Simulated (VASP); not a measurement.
Here is a VASP 6.6.1 calculation.

INCAR

```
SYSTEM = Li2Se
ALGO = Normal
EDIFF = 1E-6
ENCUT = 750
GGA_COMPAT = .FALSE.
ISIF = 2
ISMEAR = 0
LASPH = .TRUE.
LCHARG = .FALSE.
LREAL = .FALSE.
LWAVE = .FALSE.
NBANDS = 13
NELM = 120
PREC = Accurate
SIGMA = 0.02
```

Contents of KPOINTS:

```
k-points
0
G
  6 6 6
  0 0 0
```

Contents of POSCAR:

```
Li2Se
1.0
    0.0200166667      3.0025000000      3.0025000000
    3.0025000000      0.0200166667      3.0025000000
    3.0225166667      3.0225166667      0.0000000000
Li Se
2 1
Direct
    0.2500000000      0.2500000000      0.2500000000
    0.7500000000      0.7500000000      0.7500000000
    0.0000000000      0.0000000000      0.0000000000
```

Potentials or basis: VASP PAW LDA potentials, release 64 (Li_sv, Se).

Command:

```sh
$ cat potpaw_LDA.64/Li_sv/POTCAR potpaw_LDA.64/Se/POTCAR > POTCAR
$ mpirun -np 1 vasp_std > vasp.out
```

**Question.** Estimate the pressure.

**Answer.** -2.6 GPa.

**Question.** Predict the band gap on the k mesh.

**Answer.** 2.79 eV, indirect (least direct gap 3.19 eV).

**Question.** Predict the largest force.

**Answer.** 0.011 eV/Å.

Forces on the atoms (eV/Å):
```
Li   0.000  0.000 -0.011
Li   0.000  0.000  0.011
Se   0.000  0.000  0.000
```

A k mesh can miss the band edges.
